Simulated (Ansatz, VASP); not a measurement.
# One calculation of TiAl3, two programs

```
Ti Al
1.0
    -1.92267    1.92267    4.31140
     1.92267   -1.92267    4.31140
     1.92267    1.92267   -4.31140
Ti Al
1 3
Direct
  0.99906 0.99906 0.00000
  0.50174 0.50174 0.00000
  0.74997 0.24997 0.50000
  0.24997 0.74997 0.50000
```

Change from the starting cell: mode 4 (195.7 1/cm) frozen in, largest displacement +0.015 Å.

Alike in both runs: task single point; functional PBE; k mesh 18 × 18 × 18; occupations gaussian, width 0.15 eV; no spin polarisation.

```csv
,VASP,Ansatz
version,VASP 6.6.1,Ansatz 0.2.0
potentials or method,"VASP PAW PBE potentials, release 64 (Ti_sv, Al), cutoff 520 eV","scalar-relativistic, plane waves, PAW"
valence electrons in the cell,21,21
```

```tsv
	VASP	Ansatz	Ansatz less VASP
gap on the k mesh at the Fermi level (eV)	none	none	-
pressure (GPa)	0.0	0.0	+0.05
traceless stress, the component that is largest in VASP (GPa)	-0.07	-0.06	+0.001
rms of the force components (eV/Å)	0.023	0.023	0.0000
```

Atom by atom the forces differ by 0.000 eV/Å (rms over components). A gap of «none» marks a metal or a gap that the smearing closes.
